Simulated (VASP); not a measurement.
Here is a VASP 6.6.1 calculation.

INCAR

```
SYSTEM = SnO
ALGO     = Normal         ! electronic algorithm
EDIFF    = 1E-6           ! SCF threshold, eV
ENCUT    = 520            ! plane-wave cutoff, eV
GGA      = PS             ! functional
ISIF     = 2              ! what is computed and relaxed
ISMEAR   = 0              ! smearing method
LASPH    = .True.         ! aspherical terms in the spheres
LCHARG   = .True.         ! write CHGCAR
LELF     = .True.         ! ELF
LREAL    = .False.        ! projectors in reciprocal space
LVHAR    = .True.       
LWAVE    = .False.        ! write WAVECAR
NBANDS   = 28             ! bands
NELM     = 100            ! most SCF steps
PREC     = Accurate       ! precision mode
SIGMA    = 0.01           ! smearing width, eV
```

KPOINTS

```
k-points
0
Gamma
  6 4 6
  0 0 0
```

File POSCAR:

```
SnO
1.0
    3.3137303192      0.0000000000      0.0000000000
    0.0000000000      5.7066099841      0.0000000000
    0.0000000000      0.0000000000      3.8984094722
Sn O
2 2
Direct
    0.0000000000      0.2336551880      0.5262172420
    0.5000000000      0.7663448120      0.0262172420
    0.0000000000      0.8853521918      0.7237837580
    0.5000000000      0.1146478082      0.2237837580
```

Potentials or basis: VASP PAW PBE potentials, release 64 (Sn_d, O).

Launch:

```console
$ cat potpaw_PBE.64/Sn_d/POTCAR potpaw_PBE.64/O/POTCAR > POTCAR
$ mpirun -np 1 vasp_std > vasp.out
```

Problem. Predict the pressure.

Solution. 0.2 GPa.

Problem. What does it give for the band gap on the k mesh?

Solution. 1.47 eV (least direct gap 2.18 eV).

Problem. What does it give for the largest force?

Solution. 0.083 eV/Å.

Forces in eV/Å, atoms in the order of the input:
```
Sn   0.000  0.078  0.029
Sn   0.000 -0.078  0.029
O    0.000  0.002 -0.029
O    0.000 -0.002 -0.029
```

Caveat: the PAW data sets were made with another functional, which shifts forces and pressure a little; spin-orbit coupling is left out, which moves the levels of the heavy elements. A k mesh can miss the band edges.
